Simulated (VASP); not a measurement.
# W (Im-3m) in VASP: further runs

The runs below take W through single point, relaxation of cell and atoms, with PBE.

Program: VASP 6.6.1. These are calculated values, not measurements. Logs are shortened: lines on timing, memory, paths and dates and some standing lists are left out, and cuts for length are marked.

**1. The cell of the first run**

Symmetry: Im-3m, No. 229, cubic system. The conventional cell has a = 3.184 Å, b = 3.184 Å, c = 3.184 Å, α = 90.00°, β = 90.00°, γ = 90.00°. Within 3.6 Å of W (site symmetry m-3m) lie 14 W at 2.76 to 3.18 Å.

**2. Single point, PBE**

INCAR reads:

```
SYSTEM = W
PREC     = Accurate       ! precision mode
ENCUT    = 520            ! plane-wave cutoff, eV
EDIFF    = 1E-6           ! SCF threshold, eV
ISMEAR   = 0              ! smearing method
SIGMA    = 0.1            ! smearing width, eV
LREAL    = .False.        ! projectors in reciprocal space
LASPH    = .True.         ! aspherical terms in the spheres
NELM     = 80             ! most SCF steps
ALGO     = Normal         ! electronic algorithm
ISIF     = 2              ! what is computed and relaxed
LWAVE    = .False.        ! write WAVECAR
LCHARG   = .True.         ! write CHGCAR
GGA      = PE             ! functional
LELF     = .True.         ! ELF
LVHAR    = .True.       
NBANDS   = 13             ! bands
```

KPOINTS reads:

```
Automatic mesh
0
Gamma
  24 24 24
  0 0 0
```

POSCAR reads:

```
W
1.0
   -1.5918759975      1.5918759975      1.5918759975
    1.5918759975     -1.5918759975      1.5918759975
    1.5918759975      1.5918759975     -1.5918759975
W
1
Direct
    0.0000000000      0.0000000000      0.0000000000
```

Potentials or basis: VASP PAW PBE potentials, release 64 (W_sv).

Command:

```bash
$ cat potpaw_PBE.64/W_sv/POTCAR > POTCAR
$ mpirun -np 1 vasp_std > vasp.out
```

OUTCAR:

```text
SYSTEM = W
   PREC = Accurate
   ENCUT = 520
   EDIFF = 1E-6
   ISMEAR = 0
   LREAL = .False.
   LASPH = .True.
   NELM = 80
   ISIF = 2
   GGA = PE

 ion  position               nearest neighbor table
   1  0.000  0.000  0.000-

  LATTYP: Found a body centered cubic cell.
 ALAT       =     3.1837519950

  Lattice vectors:

 A1 = (  -1.5918759975,   1.5918759975,   1.5918759975)
 A2 = (   1.5918759975,  -1.5918759975,   1.5918759975)
 A3 = (   1.5918759975,   1.5918759975,  -1.5918759975)

Analysis of symmetry for initial positions (statically):
=====================================================================
 Subroutine PRICEL returns:
 Original cell was already a primitive cell.

 Routine SETGRP: Setting up the symmetry group for a
 body centered cubic supercell.

 Subroutine GETGRP returns: Found 48 space group operations
 (whereof 48 operations were pure point group operations)
 out of a pool of 48 trial point group operations.

The static configuration has the point symmetry O_h .

Analysis of symmetry for dynamics (positions and initial velocities):
=====================================================================
 Subroutine PRICEL returns:
 Original cell was already a primitive cell.

 Routine SETGRP: Setting up the symmetry group for a
 body centered cubic supercell.

 Subroutine GETGRP returns: Found 48 space group operations
 (whereof 48 operations were pure point group operations)
 out of a pool of 48 trial point group operations.

The dynamic configuration has the point symmetry O_h .

 Subroutine INISYM returns: Found 48 space group operations
 (whereof 48 operations are pure point group operations),
 and found     1 'primitive' translations

----------------------------------------------------------------------------------------

                                     Primitive cell

  volume of cell :      16.1357

  direct lattice vectors                    reciprocal lattice vectors
    -1.591875998  1.591875998  1.591875998     0.000000000  0.314094817  0.314094817
     1.591875998 -1.591875998  1.591875998     0.314094817  0.000000000  0.314094817
     1.591875998  1.591875998 -1.591875998     0.314094817  0.314094817  0.000000000

  length of vectors
     2.757210107  2.757210107  2.757210107     0.444197150  0.444197150  0.444197150

  position of ions in fractional coordinates (direct lattice)
     0.000000000  0.000000000  0.000000000

  ion indices of the primitive-cell ions
   primitive index   ion index
                 1           1

----------------------------------------------------------------------------------------

 KPOINTS: Automatic mesh

Automatic generation of k-mesh.
 Grid dimensions read from file:
 generate k-points for:   24   24   24

 Generating k-lattice:

  Cartesian coordinates                     Fractional coordinates (reciprocal lattice)
     0.000000000  0.013087284  0.013087284     0.041666667  0.000000000  0.000000000
     0.013087284  0.000000000  0.013087284     0.000000000  0.041666667  0.000000000
     0.013087284  0.013087284  0.000000000     0.000000000  0.000000000  0.041666667

  Length of vectors
     0.018508215  0.018508215  0.018508215

  Shift w.r.t. Gamma in fractional coordinates (k-lattice)
     0.000000000  0.000000000  0.000000000

 Subroutine IBZKPT returns following result:
 ===========================================

 Found    413 irreducible k-points:

 Following reciprocal coordinates:
            Coordinates               Weight
  0.000000  0.000000  0.000000      1.000000
  0.041667  0.000000  0.000000     12.000000
  0.083333  0.000000  0.000000     12.000000
  0.125000  0.000000  0.000000     12.000000
  0.166667  0.000000  0.000000     12.000000
  0.208333  0.000000  0.000000     12.000000
[... 16 lines left out ...]
  0.416667  0.041667  0.000000     48.000000
  0.458333  0.041667  0.000000     48.000000
 [... further k-points ...]
   k-points           NKPTS =    413   k-points in BZ     NKDIM =    413   number of bands    NBANDS=     13
   number of dos      NEDOS =    301   number of ions     NIONS =      1
   total plane-waves  NPLWV =  13824
   dimension x,y,z NGX =    24 NGY =   24 NGZ =   24
   dimension x,y,z NGXF=    48 NGYF=   48 NGZF=   48
   ions per type =               1
   NGX,Y,Z   is equivalent  to a cutoff of  14.47, 14.47, 14.47 a.u.
   NGXF,Y,Z  is equivalent  to a cutoff of  28.94, 28.94, 28.94 a.u.
 SYSTEM =  W
   PREC   = accura    normal or accurate (medium, high low for compatibility)
   ISTART =      0    job   : 0-new  1-cont  2-samecut
   ICHARG =      2    charge: 1-file 2-atom 10-const
   ISPIN  =      1    spin polarized calculation?
   LNONCOLLINEAR =      F non collinear calculations
   LSORBIT =      F    spin-orbit coupling
   LASPH  =      T    aspherical Exc in radial PAW
   ENCUT  =  520.0 eV  38.22 Ry    6.18 a.u.   5.13  5.13  5.13*2*pi/ulx,y,z
   NELM   =     80;   NELMIN=  2; NELMDL= -5     # of ELM steps
   EDIFF  = 0.1E-05   stopping-criterion for ELM
   LREAL  =      F    real-space projection
   EDIFFG = 0.1E-04   stopping-criterion for IOM
   NSW    =      0    number of steps for IOM
   IBRION =     -1    ionic relax: 0-MD 1-quasi-New 2-CG
   NFREE  =      0    steps in history (QN), initial steepest desc. (CG)
   ISIF   =      2    stress and relaxation
   ISYM   =      2    0-nonsym 1-usesym 2-fastsym
   POTIM  = 0.5000    time-step for ionic-motion
   TEBEG  =    0.0;   TEEND  =   0.0 temperature during run
   PSTRESS=    0.0 pullay stress
   NELECT =      14.0000    total number of electrons
   NUPDOWN=      -1.0000    fix difference up-down
   EMIN   =  10.00;   EMAX   =-10.00  energy-range for DOS
   EFERMI =   0.00;   METHOD = LEGACY
   ISMEAR =     0;   SIGMA  =   0.10  broadening in eV -4-tet -1-fermi 0-gaus
   EFERMI_NEDOS =   21; number of points for ismear=-14 and -15
   IALGO  =     38    algorithm
   IMIX   =      4    mixing-type and parameters
     AMIX     =   0.40;   BMIX     =  1.00
     AMIX_MAG =   1.60;   BMIX_MAG =  1.00
  volume/ion in A,a.u.               =      16.14       108.89
  Fermi-wavevector in a.u.,A,eV,Ry     =   1.561427  2.950669 33.171731  2.438053
  Thomas-Fermi vector in A             =   2.664494
   LORBIT       =      0    0 simple, 1 ext, 2 COOP (PROOUT), +10 PAW based schemes
   GGA     = PE    functional components
   LHFCALC =     F    Hartree Fock is set to
   AEXX    =    0.0000 exact exchange contribution
   IVDW    =     0    specifies the selected vdW correction
   LEPSILON=     F    determine dielectric tensor
   LRPA    =     F    only Hartree local field effects (RPA)
 non-spin polarized calculation
 Gauss-broadening in eV      SIGMA  =   0.10
  energy-cutoff  :      520.00
  volume of cell :       16.14
 maximum number of plane-waves:       466
 NGX is ok and might be reduce to    24
   NGX = 11   NGY = 11   NGZ = 11

 number of electron      14.0000002 magnetization

 Free energy of the ion-electron system (eV)
  ---------------------------------------------------
  ext. energy  EPLUGINS =         0.00000000
  ---------------------------------------------------
  free energy    TOTEN  =       -12.95711325 eV

  energy without entropy =      -12.95521162  energy(sigma->0) =      -12.95616244

 E-fermi :  11.2222     XC(G=0): -13.5410

 val. band max:       11.2165397734   @ k =   0.5000   0.5000   0.2083
 cond. band min:      11.2247607696   @ k =  -0.4583   0.4583   0.0417
 fundamental gap:      0.0082209961
 Fermi energy:        11.2221777465

 k-point     1 :       0.0000    0.0000    0.0000
  band No.  band energies     occupation
      1     -63.0224      2.00000
      2     -26.6096      2.00000
      3     -26.6096      2.00000
      4     -26.6096      2.00000
      5       1.6497      2.00000
      6       9.9868      2.00000
      7       9.9868      2.00000
      8       9.9868      2.00000
      9      13.4063      0.00000
     10      13.4063      0.00000
     11      25.6650      0.00000
     12      25.6650      0.00000
     13      25.6650      0.00000

 k-point     2 :       0.0417    0.0000    0.0000
  band No.  band energies     occupation
      1     -63.0203      2.00000
      2     -26.6319      2.00000
      3     -26.6166      2.00000
      4     -26.6097      2.00000
      5       1.7325      2.00000
      6       9.9361      2.00000
      7       9.9763      2.00000
      8      10.0662      2.00000
      9      13.3227      0.00000
     10      13.4066      0.00000
     11      25.7366      0.00000
     12      25.8060      0.00000
     13      25.8697      0.00000

 k-point     3 :       0.0833    0.0000    0.0000
  band No.  band energies     occupation
      1     -63.0142      2.00000
      2     -26.6971      2.00000
      3     -26.6370      2.00000
      4     -26.6100      2.00000
      5       1.9761      2.00000
      6       9.7911      2.00000
      7       9.9358      2.00000
      8      10.3029      2.00000
      9      13.1141      0.00000
     10      13.4099      0.00000
     11      25.9327      0.00000
     12      26.2215      0.00000
     13      26.4316      0.00000

 k-point     4 :       0.1250    0.0000    0.0000
  band No.  band energies     occupation
      1     -63.0044      2.00000
      2     -26.7996      2.00000
      3     -26.6694      2.00000
      4     -26.6104      2.00000
      5       2.3650      2.00000
      6       9.5705      2.00000
      7       9.8435      2.00000
      8      10.6928      2.00000
      9      12.8811      0.00000
     10      13.4225      0.00000
     11      26.1886      0.00000
     12      26.8914      0.00000
     13      27.1988      0.00000

 k-point     5 :       0.1667    0.0000    0.0000
  band No.  band energies     occupation
      1     -62.9916      2.00000
      2     -26.9312      2.00000
      3     -26.7114      2.00000
      4     -26.6110      2.00000
      5       2.8711      2.00000
      6       9.2990      2.00000
      7       9.6870      2.00000
      8      11.2280      0.93406
      9      12.7261      0.00000
     10      13.4524      0.00000
     11      26.3718      0.00000
     12      27.7875      0.00000
     13      27.8955      0.00000
[... 257 lines left out ...]
 k-point    22 :       0.3750    0.0417    0.0000
  band No.  band energies     occupation
      1     -62.9107      2.00000
      2     -27.7021      2.00000
      3     -26.9711      2.00000
      4     -26.6239      2.00000
      5       5.0943      2.00000
      6       7.9071      2.00000
      7      10.4843      2.00000
      8      13.3082      0.00000
      9      14.1066      0.00000
     10      16.0010      0.00000
     11      23.2160      0.00000
     12      23.6163      0.00000
     13      29.4783      0.00000

 k-point    23 :       0.4167    0.0417    0.0000
  band No.  band energies     occupation
      1     -62.9026      2.00000
      2     -27.7748      2.00000
      3     -26.9970      2.00000
      4     -26.6244      2.00000
      5       5.1003      2.00000
      6       7.7876      2.00000
      7      11.1256      1.82822
      8      13.3325      0.00000
      9      14.2399      0.00000
     10      16.7614      0.00000
     11      22.4326      0.00000
     12      23.0495      0.00000
     13      28.4010      0.00000

 k-point    24 :       0.4583    0.0417    0.0000
  band No.  band energies     occupation
      1     -62.8985      2.00000
      2     -27.8122      2.00000
      3     -27.0104      2.00000
      4     -26.6246      2.00000
      5       5.0888      2.00000
      6       7.7270      2.00000
      7      11.5730      0.00000
      8      13.2738      0.00000
      9      14.3289      0.00000
     10      17.2106      0.00000
     11      21.9542      0.00000
     12      22.7888      0.00000
     13      27.7899      0.00000

 [... further k-points ...]

------------------------ aborting loop because EDIFF is reached ----------------------------------------

  FORCE on cell =-STRESS in cart. coord.  units (eV):
  Direction    XX          YY          ZZ          XY          YZ          ZX
  --------------------------------------------------------------------------------------
  -------------------------------------------------------------------------------------
  Total        0.0501545      0.0501545      0.0501545     -0.0000000     -0.0000000      0.0000000
  in kB        4.9800433      4.9800433      4.9800433     -0.0000000     -0.0000000      0.0000000
  external PRESSURE =       4.9800433 kB  Pullay stress =       0.0000000 kB

 VOLUME and BASIS-vectors are now :
 -----------------------------------------------------------------------------
  energy-cutoff  :      520.00
  volume of cell :       16.14
      direct lattice vectors                 reciprocal lattice vectors
    -1.591875998  1.591875998  1.591875998     0.000000000  0.314094817  0.314094817
     1.591875998 -1.591875998  1.591875998     0.314094817  0.000000000  0.314094817
     1.591875998  1.591875998 -1.591875998     0.314094817  0.314094817  0.000000000

 POSITION                                       TOTAL-FORCE (eV/Angst)
 -----------------------------------------------------------------------------------
      0.00000      0.00000      0.00000        -0.000000      0.000000     -0.000000
 -----------------------------------------------------------------------------------
    total drift:                                0.000000      0.000000     -0.000000

  FREE ENERGIE OF THE ION-ELECTRON SYSTEM (eV)
  ---------------------------------------------------
  free  energy   TOTEN  =       -12.9571132543 eV

  energy  without entropy=      -12.9552116243  energy(sigma->0) =      -12.95616244
```

Wall time 24 s (1 thread of Intel Xeon 6975P-C (Granite Rapids), shared host); peak memory 0.21 GiB.

Results:

| Quantity | Value |
| --- | --- |
| Free energy | -12.9571 eV |
| Pressure | 0.5 GPa |
| Band gap on the k mesh | zero (bands 7 and 8 overlap by 6.24 eV) |

Caveat: spin-orbit coupling is left out, which moves the levels of the heavy elements.

**3. Relaxation of cell and atoms, PBE**

INCAR reads:

```
ALGO     = Normal         # electronic algorithm
EDIFF    = 1E-7           # SCF threshold, eV
EDIFFG   = -0.01          # ionic threshold
ENCUT    = 600            # plane-wave cutoff, eV
GGA      = PE             # functional
IBRION   = 2              # ionic algorithm
ISIF     = 3              # what is computed and relaxed
ISMEAR   = 0              # smearing method
LASPH    = T              # aspherical terms in the spheres
LCHARG   = F              # write CHGCAR
LREAL    = F              # projectors in reciprocal space
LWAVE    = F              # write WAVECAR
NELM     = 60             # most SCF steps
NSW      = 100            # ionic steps
PREC     = Accurate       # precision mode
SIGMA    = 0.1            # smearing width, eV
```

KPOINTS reads:

```
k-points
0
Gamma
  24 24 24
```

POSCAR reads:

```
W
1.0
   -1.5924141632      1.5924141632      1.5924141632
    1.5924141632     -1.5924141632      1.5924141632
    1.5924141632      1.5924141632     -1.5924141632
W
1
Direct
    0.0000000000      0.0000000000      0.0000000000
```

Potentials or basis: VASP PAW PBE potentials, release 64 (W_sv).

Command:

```bash
$ cat potpaw_PBE.64/W_sv/POTCAR > POTCAR
$ mpirun -np 1 vasp_std > vasp.out
```

Run time: 46 s. Hardware: 1 thread of Intel Xeon 6975P-C (Granite Rapids), shared host; peak memory 0.22 GiB.

Results (log left out):

```yaml
Free_energy: -12.9574 eV
Relaxed_volume: 16.16 Å³/atom
Relaxed_cell: a = 2.759 Å, b = 2.759 Å, c = 2.759 Å, α = 109.47°, β = 109.47°, γ = 109.47°
Space_group_after_relaxing_to_0.1_Å: Im-3m (No. 229)
Energy_gained_by_relaxing: 0.0 meV/atom
Ionic_steps: 3
Pressure_after_relaxing: 0.0 GPa
Band_gap_on_the_k_mesh: zero (bands 7 and 8 overlap by 6.22 eV)
```

Final structure:
```
W
1.0
    -1.59283    1.59283    1.59283
     1.59283   -1.59283    1.59283
     1.59283    1.59283   -1.59283
W
1
Direct
  0.00000 0.00000 0.00000
```

Levels at points of the mesh, in eV from the Fermi level:
```
           k point  band 4  band 5  band 6  band 7  band 8  band 9  band 10  band 11
(0.00, 0.00, 0.00)  -37.84   -9.56   -1.23   -1.23   -1.23    2.18     2.18    14.44
(0.50, 0.00, 0.00)  -37.84   -6.18   -3.51    0.58    2.06    3.02     5.94    10.73
(0.50, 0.50, 0.50)  -38.68   -5.71   -5.71    4.99    4.99    4.99     8.06     8.06
```

Caveat: spin-orbit coupling is left out, which moves the levels of the heavy elements.
